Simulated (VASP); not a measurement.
Input of a VASP 6.6.1 run:

INCAR

```
PREC     = Accurate       # precision mode
ENCUT    = 520            # plane-wave cutoff, eV
EDIFF    = 1E-7           # SCF threshold, eV
ISMEAR   = 0              # smearing method
SIGMA    = 0.1            # smearing width, eV
LREAL    = False          # projectors in reciprocal space
LASPH    = True           # aspherical terms in the spheres
NELM     = 80             # most SCF steps
ALGO     = Normal         # electronic algorithm
ISIF     = 2              # what is computed and relaxed
LWAVE    = False          # write WAVECAR
LCHARG   = True           # write CHGCAR
GGA      = PE             # functional
LELF     = True           # ELF
LVHAR    = True         
NBANDS   = 59             # bands
```

File KPOINTS:

```
Automatic mesh
0
Gamma
  4 4 4
```

The input POSCAR:

```
Ce3HfO8
1.0
    5.3738162016      0.0000000000      0.0000000000
    0.0000000000      5.3738162016      0.0000000000
    0.0000000000      0.0000000000      5.3738162016
Ce Hf O
3 1 8
Direct
    0.5000000000      0.0000000000      0.5000000000
    0.5000000000      0.5000000000      0.0000000000
    0.0000000000      0.5000000000      0.5000000000
    0.0000000000      0.0000000000      0.0000000000
    0.7575299772      0.2424700228      0.7575299772
    0.2424700228      0.2424700228      0.2424700228
    0.7575299772      0.7575299772      0.2424700228
    0.2424700228      0.7575299772      0.7575299772
    0.2424700228      0.7575299772      0.2424700228
    0.7575299772      0.7575299772      0.7575299772
    0.2424700228      0.2424700228      0.7575299772
    0.7575299772      0.2424700228      0.2424700228
```

Potentials or basis: VASP PAW PBE potentials, release 64 (Ce, Hf_pv, O).

Command:

```sh
$ cat potpaw_PBE.64/Ce/POTCAR potpaw_PBE.64/Hf_pv/POTCAR potpaw_PBE.64/O/POTCAR > POTCAR
$ mpirun -np 1 vasp_std > vasp.out
```

(1) Predict the largest force.

(2) Predict the pressure.

Results:

(1) 0.103 eV/Å.

(2) -0.7 GPa.
